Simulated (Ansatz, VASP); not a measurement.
Two plane-wave programs on Te2Mo

```
CELL_PARAMETERS angstrom
3.22400 0.00000 0.00000
-1.61200 2.79207 0.00000
0.00000 0.00000 33.26988
ATOMIC_POSITIONS crystal
Te 0.33333 0.66667 0.43971
Te 0.33333 0.66667 0.56029
Mo 0.66667 0.33333 0.50000
```

Alike in both runs: task single point; functional PBE; dispersion D3(BJ); k mesh 9 × 9 × 1; occupations gaussian, width 0.02 eV; no spin polarisation.

|  | VASP | Ansatz |
| --- | --- | --- |
| version | VASP 6.6.1 | Ansatz 0.2.0 |
| potentials or method | VASP PAW PBE potentials, release 64 (Te, Mo_sv), cutoff 520 eV | scalar-relativistic, plane waves, PAW |
| valence electrons in the cell | 26 | 46 |

Ansatz gave:

| Item | Value |
| --- | --- |
| gap on the k mesh at the Fermi level (eV) | 0.14 |
| least direct gap on the mesh (eV) | 0.60 |
| rms of the force components (eV/Å) | 0.426 |

Question: Estimate VASP's values.

Answer: gap on the k mesh at the Fermi level (eV): 0.14; least direct gap on the mesh (eV): 0.61; rms of the force components (eV/Å): 0.422.

VASP's potentials hold 26 valence electrons a cell and Ansatz's 46, so a difference there can come from the potentials and not from the codes.

Neither program's run includes spin-orbit coupling.
